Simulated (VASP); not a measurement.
TaN: electric field gradients with PBE

TaN:

```
CELL_PARAMETERS angstrom
0.00000 2.13452 2.13452
2.13452 0.00000 2.13452
2.13452 2.13452 0.00000
ATOMIC_POSITIONS crystal
Ta 0.50000 0.50000 0.50000
N 0.00000 0.00000 0.00000
```

This cell differs from its parent crystal: volume scaled by 0.94.

```
Program                : VASP 6.6.1
Task                   : electric field gradients
Functional             : PBE
Potentials or basis    : VASP PAW PBE potentials, release 64 (Ta_pv, N)
Cutoff                 : 520 eV
k mesh                 : 9 × 9 × 9
Occupations            : fermi-dirac, width 0.02 eV
Spin                   : no spin polarisation
Dipole correction      : no
Further INCAR settings : ALGO = Normal; EDIFF = 1e-08; NBANDS = 15
```

```
Pressure               : 43.5 GPa
Band gap on the k mesh : zero (band 8 reaches 12.35 eV, above the bottom of band 9 at 8.22 eV)
```

Levels at points of the mesh, in eV from the Fermi level:
| k point | band 6 | band 7 | band 8 | band 9 | band 10 | band 11 |
| --- | --- | --- | --- | --- | --- | --- |
| (0.00, 0.00, 0.00) | -3.98 | -3.98 | -2.26 | -2.26 | -2.26 | 0.19 |

Run time: 4.7 s on 1 thread of Intel(R) Xeon(R) 6975P-C (Granite Rapids), with other jobs on the host, peak memory 0.14 GiB.

Caveat: without QUAD_EFG the Cq values of the log hold for a quadrupole moment of 1 mb, not for the nuclei; spin-orbit coupling is left out, which moves the levels of the heavy elements.
